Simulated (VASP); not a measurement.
SnTe:

```xyz
2
Lattice="3.9047 0.0000 0.0000 0.0000 3.9047 0.0000 0.0000 0.0000 3.9047" Properties=species:S:1:pos:R:3 pbc="T T T"
Te    1.9524    1.9524    1.9524
Sn    0.0000    0.0000    0.0000
```

```yaml
Program: VASP 6.6.1
Task: relaxation of cell and atoms
Functional: revPBE
Dispersion: D3(BJ)
Potentials_or_basis: VASP PAW PBE potentials, release 64 (Te, Sn_d)
Cutoff: 600 eV
k_mesh: 7 × 7 × 7
Occupations: fermi-dirac, width 0.05 eV
Spin: no spin polarisation
```

At the start: pressure -3.9 GPa; volume 29.77 Å³/atom.

**Question.** How do energy, volume and symmetry change on relaxing?

**Answer.** Over 3 steps the energy falls by 45.8 meV/atom and the volume is 26.69 Å³/atom (-10.3 %); space group Pm-3m (No. 221, to 0.05 Å).

The path:
```csv
step,energy change (eV),largest force (eV/Å),pressure (GPa),volume (Å³)
1,0.0000,0.0000,-3.88,59.53
2,-0.0915,0.0000,-0.17,53.54
3,-0.0916,0.0000,0.01,53.39
```

Final structure:
```
Te Sn
1.0
     3.76547    0.00000    0.00000
     0.00000    3.76547    0.00000
     0.00000    0.00000    3.76547
Te Sn
1 1
Direct
  0.50000 0.50000 0.50000
  0.00000 0.00000 0.00000
```

Caveat: the PAW data sets were made with another functional, which shifts forces and pressure a little; pairwise dispersion overbinds metals, which lowers pressure and volume.
